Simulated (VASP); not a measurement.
A run of VASP 6.6.1:

INCAR

```
SYSTEM = K2S
PREC = Accurate
ENCUT = 500
EDIFF = 1E-6
ISMEAR = 0
SIGMA = 0.1
LREAL = .False.
LASPH = .True.
NELM = 120
ALGO = Normal
ISIF = 2
LWAVE = .False.
LCHARG = .True.
GGA = PE
LELF = .True.
LVHAR = .True.
NBANDS = 19
GGA_COMPAT = .False.
```

The input KPOINTS:

```
regular mesh
0
Gamma
  4 4 4
  0 0 0
```

Contents of POSCAR:

```
K2S
1.0
    0.0000000000      3.9390771990      3.9390771990
    3.9390771990      0.0000000000      3.9390771990
    3.9390771990      3.9390771990      0.0000000000
K S
2 1
Direct
    0.7500000000      0.7500000000      0.7500000000
    0.2500000000      0.2500000000      0.2500000000
    0.0000000000      0.0000000000      0.0000000000
```

Potentials or basis: VASP PAW PBE potentials, release 64 (K_sv, S).

Launch:

```console
$ cat potpaw_PBE.64/K_sv/POTCAR potpaw_PBE.64/S/POTCAR > POTCAR
$ mpirun -np 1 vasp_std > vasp.out
```

Hardware: 1 thread of Intel(R) Xeon(R) Platinum 8488C (Sapphire Rapids), with other jobs on the host.

**Question.** How long does it take, and how much memory?

**Answer.** Run time: 21 s on 1 thread of Intel(R) Xeon(R) Platinum 8488C (Sapphire Rapids), on a shared host, peak memory 0.24 GiB. Counts: scf iterations 16, k points 8.
